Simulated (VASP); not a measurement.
# Na (Im-3m) in VASP: notebook

Runs on Na. Level: PBEsol. Tasks: single point, relaxation of cell and atoms.

Everything below comes from runs of VASP 6.6.1. Logs are shortened: lines on timing, memory, paths and dates and some standing lists are left out, and cuts for length are marked.

**1. The cell of the first run**

The structure is cubic, space group Im-3m (No. 229). Conventional cell: a = 4.169 Å, b = 4.169 Å, c = 4.169 Å, α = 90.00°, β = 90.00°, γ = 90.00°. Na (site symmetry m-3m) has 14 Na at 3.61 to 4.17 Å within 4.7 Å.

**2. Single point, PBEsol**

Input file INCAR:

```
SYSTEM = Na
  PREC = Accurate
  ENCUT = 520
  EDIFF = 1E-6
  ISMEAR = -1
  SIGMA = 0.02
  LREAL = .FALSE.
  LASPH = .TRUE.
  NELM = 100
  ALGO = Normal
  ISIF = 2
  LWAVE = .FALSE.
  LCHARG = .TRUE.
  GGA = PS
  LELF = .TRUE.
  LVHAR = .TRUE.
  NBANDS = 10
```

Input file KPOINTS:

```
Automatic mesh
0
G
  7 7 7
  0 0 0
```

Input file POSCAR:

```
Na
1.0
    3.6108844751     -0.0000000200     -0.0000000346
   -1.2036281395      3.4043745379     -0.0000000346
   -1.2036281395     -1.7021872190      2.9482748627
Na
1
Direct
    0.0000000000      0.0000000000      0.0000000000
```

Potentials or basis: VASP PAW PBE potentials, release 64 (Na_pv).

The run is started by

```
$ cat potpaw_PBE.64/Na_pv/POTCAR > POTCAR
$ mpirun -np 1 vasp_std > vasp.out
```

OUTCAR:

```text
SYSTEM = Na
   PREC = Accurate
   ENCUT = 520
   EDIFF = 1E-6
   ISMEAR = -1
   LREAL = .FALSE.
   LASPH = .TRUE.
   NELM = 100
   ISIF = 2
   GGA = PS

 ion  position               nearest neighbor table
   1  0.000  0.000  0.000-

  LATTYP: Found a body centered cubic cell.
 ALAT       =     4.1694902475

  Lattice vectors:

 A1 = (   3.6108844751,  -0.0000000200,  -0.0000000346)
 A2 = (  -1.2036281395,   3.4043745379,  -0.0000000346)
 A3 = (  -1.2036281395,  -1.7021872190,   2.9482748627)

Analysis of symmetry for initial positions (statically):
=====================================================================
 Subroutine PRICEL returns:
 Original cell was already a primitive cell.

 Routine SETGRP: Setting up the symmetry group for a
 body centered cubic supercell.

 Subroutine GETGRP returns: Found 48 space group operations
 (whereof 48 operations were pure point group operations)
 out of a pool of 48 trial point group operations.

The static configuration has the point symmetry O_h .

Analysis of symmetry for dynamics (positions and initial velocities):
=====================================================================
 Subroutine PRICEL returns:
 Original cell was already a primitive cell.

 Routine SETGRP: Setting up the symmetry group for a
 body centered cubic supercell.

 Subroutine GETGRP returns: Found 48 space group operations
 (whereof 48 operations were pure point group operations)
 out of a pool of 48 trial point group operations.

The dynamic configuration has the point symmetry O_h .

 Subroutine INISYM returns: Found 48 space group operations
 (whereof 48 operations are pure point group operations),
 and found     1 'primitive' translations

----------------------------------------------------------------------------------------

                                     Primitive cell

  volume of cell :      36.2426

  direct lattice vectors                    reciprocal lattice vectors
     3.610884475 -0.000000020 -0.000000035     0.276940460  0.097913239  0.169590699
    -1.203628139  3.404374538 -0.000000035     0.000000003  0.293739716  0.169590699
    -1.203628139 -1.702187219  2.948274863     0.000000003  0.000000005  0.339181406

  length of vectors
     3.610884475  3.610884475  3.610884475     0.339181406  0.339181406  0.339181406

  position of ions in fractional coordinates (direct lattice)
     0.000000000  0.000000000  0.000000000
[... 73 lines left out ...]
   EDIFFG = 0.1E-04   stopping-criterion for IOM
   NSW    =      0    number of steps for IOM
   IBRION =     -1    ionic relax: 0-MD 1-quasi-New 2-CG
   NFREE  =      0    steps in history (QN), initial steepest desc. (CG)
   ISIF   =      2    stress and relaxation
   ISYM   =      2    0-nonsym 1-usesym 2-fastsym
   POTIM  = 0.5000    time-step for ionic-motion
   TEBEG  =    0.0;   TEEND  =   0.0 temperature during run
   PSTRESS=    0.0 pullay stress
   NELECT =       7.0000    total number of electrons
   NUPDOWN=      -1.0000    fix difference up-down
   EMIN   =  10.00;   EMAX   =-10.00  energy-range for DOS
   EFERMI =   0.00;   METHOD = LEGACY
   ISMEAR =    -1;   SIGMA  =   0.02  broadening in eV -4-tet -1-fermi 0-gaus
   EFERMI_NEDOS =   21; number of points for ismear=-14 and -15
   IALGO  =     38    algorithm
   IMIX   =      4    mixing-type and parameters
     AMIX     =   0.40;   BMIX     =  1.00
     AMIX_MAG =   1.60;   BMIX_MAG =  1.00
  volume/ion in A,a.u.               =      36.24       244.58
  Fermi-wavevector in a.u.,A,eV,Ry     =   0.946312  1.788271 12.184115  0.895507
  Thomas-Fermi vector in A             =   2.074298
   LORBIT       =      0    0 simple, 1 ext, 2 COOP (PROOUT), +10 PAW based schemes
   GGA     = PS    functional components
   LHFCALC =     F    Hartree Fock is set to
   AEXX    =    0.0000 exact exchange contribution
   IVDW    =     0    specifies the selected vdW correction
   LEPSILON=     F    determine dielectric tensor
   LRPA    =     F    only Hartree local field effects (RPA)
 non-spin polarized calculation
  energy-cutoff  :      520.00
  volume of cell :       36.24
 maximum number of plane-waves:       989
   NGX = 13   NGY = 13   NGZ = 13

 number of electron       6.9999995 magnetization

 Free energy of the ion-electron system (eV)
  ---------------------------------------------------
  ext. energy  EPLUGINS =         0.00000000
  ---------------------------------------------------
  free energy    TOTEN  =        -1.40047294 eV

  energy without entropy =       -1.39868048  energy(sigma->0) =       -1.39957671

 E-fermi :   0.2650     XC(G=0):  -6.5611

 val. band max:        0.2320145885   @ k =  -0.2857   0.4286   0.1429
 cond. band min:       0.5691627422   @ k =  -0.4286   0.4286   0.1429
 fundamental gap:      0.3371481537
 Fermi energy:         0.2650144020

 k-point     1 :       0.0000    0.0000    0.0000
  band No.  band energies     occupation
      1     -24.3972      2.00000
      2     -24.3972      2.00000
      3     -24.3972      2.00000
      4      -2.9555      2.00000
      5      12.2497      0.00000
      6      12.2498      0.00000
      7      12.2498      0.00000
      8      13.2680      0.00000
      9      13.2680      0.00000
     10      13.8197      0.00000
[... 235 lines left out ...]
 k-point    20 :      -0.4286    0.4286    0.4286
  band No.  band energies     occupation
      1     -24.4252      2.00000
      2     -24.4240      2.00000
      3     -24.4240      2.00000
      4       3.2058      0.00000
      5       5.0978      0.00000
      6       5.4877      0.00000
      7       5.4877      0.00000
      8       6.6701      0.00000
      9       9.1703      0.00000
     10      18.4633      0.00000

------------------------ aborting loop because EDIFF is reached ----------------------------------------

  FORCE on cell =-STRESS in cart. coord.  units (eV):
  Direction    XX          YY          ZZ          XY          YZ          ZX
  --------------------------------------------------------------------------------------
  -------------------------------------------------------------------------------------
  Total       -0.0034595     -0.0034595     -0.0034595     -0.0000000      0.0000000     -0.0000000
  in kB       -0.1529341     -0.1529341     -0.1529341     -0.0000000      0.0000000     -0.0000000
  external PRESSURE =      -0.1529341 kB  Pullay stress =       0.0000000 kB

 VOLUME and BASIS-vectors are now :
 -----------------------------------------------------------------------------
  energy-cutoff  :      520.00
  volume of cell :       36.24
      direct lattice vectors                 reciprocal lattice vectors
     3.610884475 -0.000000020 -0.000000035     0.276940460  0.097913239  0.169590699
    -1.203628139  3.404374538 -0.000000035     0.000000003  0.293739716  0.169590699
    -1.203628139 -1.702187219  2.948274863     0.000000003  0.000000005  0.339181406

 POSITION                                       TOTAL-FORCE (eV/Angst)
 -----------------------------------------------------------------------------------
      0.00000      0.00000      0.00000         0.000000      0.000000      0.000000
 -----------------------------------------------------------------------------------
    total drift:                               -0.000000      0.000000     -0.000000

  FREE ENERGIE OF THE ION-ELECTRON SYSTEM (eV)
  ---------------------------------------------------
  free  energy   TOTEN  =        -1.4004729414 eV

  energy  without entropy=       -1.3986804764  energy(sigma->0) =       -1.39957671
```

stdout:

```text
POSCAR found type information on POSCAR Na
 POSCAR found :  1 types and       1 ions
 scaLAPACK will be used
 -----------------------------------------------------------------------------
|                                                                             |
|                                                                             |
|     You enforced a specific xc type in the INCAR file but a different       |
|     I HOPE YOU KNOW WHAT YOU ARE DOING!                                     |
|                                                                             |
 -----------------------------------------------------------------------------

 LDA part: xc-table for (Slater+PW92), standard interpolation
 POSCAR, INCAR and KPOINTS ok, starting setup
 FFT: planning ... GRIDC
 FFT: planning ... GRID_SOFT
 FFT: planning ... GRID
 WAVECAR not read
 entering main loop
```

Run time: 11 s. Hardware: 1 thread of Intel Xeon 8259CL, shared host; peak memory 0.15 GiB.

What came out:

```yaml
Free_energy: -1.4005 eV
Pressure: 0.0 GPa
Band_gap_on_the_k_mesh: zero (an odd number of electrons rules out a gap without spin polarisation)
```

Caveat: the PAW data sets were made with another functional, which shifts forces and pressure a little.

**3. Relaxation of cell and atoms, PBEsol**

This run uses another cell than the first one, of 39.26 Å³/atom.

Input file INCAR:

```
ALGO = Normal
EDIFF = 1E-6
EDIFFG = -0.02
ENCUT = 600
GGA = PS
IBRION = 2
ISIF = 3
ISMEAR = -1
LASPH = True
LCHARG = False
LREAL = False
LWAVE = False
NELM = 60
NSW = 60
PREC = Accurate
SIGMA = 0.02
```

Input file KPOINTS:

```
k-points
0
Gamma
  7 7 7
```

Input file POSCAR:

```
Na
1.0
    3.7083210290     -0.0000000205     -0.0000000356
   -1.2361069903      3.4962386021     -0.0000000356
   -1.2361069903     -1.7481192497      3.0278314768
Na
1
Direct
    0.0000000000      0.0000000000      0.0000000000
```

Potentials or basis: VASP PAW PBE potentials, release 64 (Na_pv).

The run is started by

```
$ cat potpaw_PBE.64/Na_pv/POTCAR > POTCAR
$ mpirun -np 1 vasp_std > vasp.out
```

OUTCAR:

```text
EDIFF = 1E-6
   EDIFFG = -0.02
   ENCUT = 600
   GGA = PS
   IBRION = 2
   ISIF = 3
   ISMEAR = -1
   LASPH = True
   LREAL = False
   NELM = 60
   NSW = 60
   PREC = Accurate

 ion  position               nearest neighbor table
   1  0.000  0.000  0.000-

  LATTYP: Found a body centered cubic cell.
 ALAT       =     4.2820002887

  Lattice vectors:

 A1 = (   3.7083210290,  -0.0000000205,  -0.0000000356)
 A2 = (  -1.2361069903,   3.4962386021,  -0.0000000356)
 A3 = (  -1.2361069903,  -1.7481192497,   3.0278314768)

Analysis of symmetry for initial positions (statically):
=====================================================================
 Subroutine PRICEL returns:
[... 172 lines left out ...]
  -------------------------------------------------------------------------------------
  Total       -0.1369643     -0.1369643     -0.1369643     -0.0000000      0.0000000      0.0000000
  in kB       -5.5899479     -5.5899479     -5.5899479     -0.0000000      0.0000000      0.0000000
  external PRESSURE =      -5.5899479 kB  Pullay stress =       0.0000000 kB
[... 57 lines left out ...]
--------------------------------------- Ionic step        3  -------------------------------------------

 number of electron       6.9999991 magnetization

 Free energy of the ion-electron system (eV)
  ---------------------------------------------------
  ext. energy  EPLUGINS =         0.00000000
  ---------------------------------------------------
  free energy    TOTEN  =        -1.40085683 eV

  energy without entropy =       -1.39906437  energy(sigma->0) =       -1.39996060

 E-fermi :   0.2663     XC(G=0):  -6.5624

 val. band max:        0.2332975081   @ k =  -0.2857   0.4286   0.1429
 cond. band min:       0.5705331432   @ k =  -0.4286   0.4286   0.1429
 fundamental gap:      0.3372356351
 Fermi energy:         0.2662962536

 k-point     1 :       0.0000    0.0000    0.0000
  band No.  band energies     occupation
      1     -24.3959      2.00000
      2     -24.3959      2.00000
      3     -24.3959      2.00000
      4      -2.9552      2.00000
      5      12.2544      0.00000
      6      12.2544      0.00000
      7      12.2544      0.00000
[... 216 lines left out ...]
  FREE ENERGIE OF THE ION-ELECTRON SYSTEM (eV)
  ---------------------------------------------------
  free  energy   TOTEN  =        -1.4008568302 eV

  energy  without entropy=       -1.3990643692  energy(sigma->0) =       -1.39996060

 reached required accuracy - stopping structural energy minimisation
```

CONTCAR:

```text
Na
   1.00000000000000
     3.6103098158701603   -0.0000000199592790   -0.0000000346585299
    -1.2034365864362822    3.4038327440016207   -0.0000000346590517
    -1.2034365864342760   -1.7019163220072531    2.9478056554425964
  Na
     1
Direct
     0.0000000000000000    0.0000000000000000    0.0000000000000000

  0.00000000E+00  0.00000000E+00  0.00000000E+00
```

Wall time 20 s (1 thread of Intel Xeon 8259CL, shared host); peak memory 0.15 GiB.

Results:

| Item | Value |
| --- | --- |
| Free energy | -1.4009 eV |
| Relaxed volume | 36.23 Å³/atom |
| Relaxed cell | a = 3.610 Å, b = 3.610 Å, c = 3.610 Å, α = 109.47°, β = 109.47°, γ = 109.47° |
| Space group after relaxing (to 0.1 Å) | Im-3m (No. 229) |
| Energy gained by relaxing | 5.6 meV/atom |
| Ionic steps | 3 |
| Pressure after relaxing | 0.0 GPa |
| Band gap on the k mesh | zero (an odd number of electrons rules out a gap without spin polarisation) |

The path:
| step | energy change (eV) | largest force (eV/Å) | pressure (GPa) | volume (Å³) |
| --- | --- | --- | --- | --- |
| 1 | 0.0000 | 0.0000 | -0.56 | 39.26 |
| 2 | -0.0024 | 0.0000 | -0.44 | 38.48 |
| 3 | -0.0056 | 0.0000 | -0.02 | 36.23 |

Final structure:
```cif
data_structure
_symmetry_space_group_name_H-M 'P 1'
_symmetry_Int_Tables_number 1
_cell_length_a 3.6103
_cell_length_b 3.6103
_cell_length_c 3.6103
_cell_angle_alpha 109.471
_cell_angle_beta 109.471
_cell_angle_gamma 109.471
_cell_volume 36.23
loop_
_atom_site_label
_atom_site_type_symbol
_atom_site_fract_x
_atom_site_fract_y
_atom_site_fract_z
_atom_site_occupancy
Na1 Na 0.00000 0.00000 0.00000 1
```

Caveat: the PAW data sets were made with another functional, which shifts forces and pressure a little.

The gap in the log of VASP goes by the Fermi energy; the results here count the filled bands.